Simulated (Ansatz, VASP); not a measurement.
**WS2 in VASP and in Ansatz**

INCAR

```
SYSTEM = WS2
ALGO = Normal ; EDIFF = 1E-6
ENCUT = 520 ; GGA = PE
ISIF = 2 ; ISMEAR = -1
LASPH = .TRUE. ; LCHARG = .FALSE.
LREAL = .FALSE. ; LWAVE = .FALSE.
NBANDS = 20 ; NELM = 80
PREC = Accurate ; SIGMA = 0.03
```

The input KPOINTS:

```
k-points
0
G
  5 5 5
  0 0 0
```

POSCAR

```
WS2
1.0
    1.5790000000      0.9116360751      6.1633333333
   -1.5790000000      0.9116360751      6.1633333333
    0.0000000000     -1.8232721501      6.1633333333
W S
1 2
Direct
    0.0000000000      0.0000000000      0.0000000000
    0.5810000000      0.5810000000      0.5810000000
    0.7503000000      0.7503000000      0.7503000000
```

File input.yaml:

```yaml
crystal:
  lattice:
    - [1.579, 0.9116360751, 6.1633333333]
    - [-1.579, 0.9116360751, 6.1633333333]
    - [0.0, -1.8232721501, 6.1633333333]
  atoms:
    - { symbol: W, position: [0.0, 0.0, 0.0] }
    - { symbol: S, position: [0.581, 0.581, 0.581] }
    - { symbol: S, position: [0.7503, 0.7503, 0.7503] }
kpoints:
  mp_grid: { grid: [5, 5, 5] }
scf:
  occupations: { method: fermi_dirac, width: 0.03 }
hamiltonian:
  xc: pbe
  pseudopotentials: { kind: all_electron, lapw: { basis_error: 0.002 } }
output:
  forces: true
  stress: true
  eigenvalues: true
```

Alike in both runs: task single point; functional PBE; k mesh 5 × 5 × 5; occupations fermi-dirac, width 0.03 eV; no spin polarisation.

|  | VASP | Ansatz |
| --- | --- | --- |
| version | VASP 6.6.1 | Ansatz 0.2.0 |
| potentials or method | VASP PAW PBE potentials, release 64 (W_sv, S), cutoff 520 eV | all-electron LAPW, scalar-relativistic |

Ansatz gave:

```
gap on the k mesh at the Fermi level (eV)                     : 1.12
least direct gap on the mesh (eV)                             : 2.33
pressure (GPa)                                                : 4.6
traceless stress, the component that is largest in VASP (GPa) : 0.32
rms of the force components (eV/Å)                            : 0.267
```

**Question.** What did VASP give for the same quantities?

**Answer.** gap on the k mesh at the Fermi level (eV): 1.13; least direct gap on the mesh (eV): 2.34; pressure (GPa): 4.5; traceless stress, the component that is largest in VASP (GPa): 0.33; rms of the force components (eV/Å): 0.266.

Atom by atom the forces differ by 0.001 eV/Å (rms over components). Ansatz ran all-electron here, and VASP with PAW potentials.

The k mesh is coarse, so the values compare programs but aren't converged. Spin-orbit coupling is off throughout.
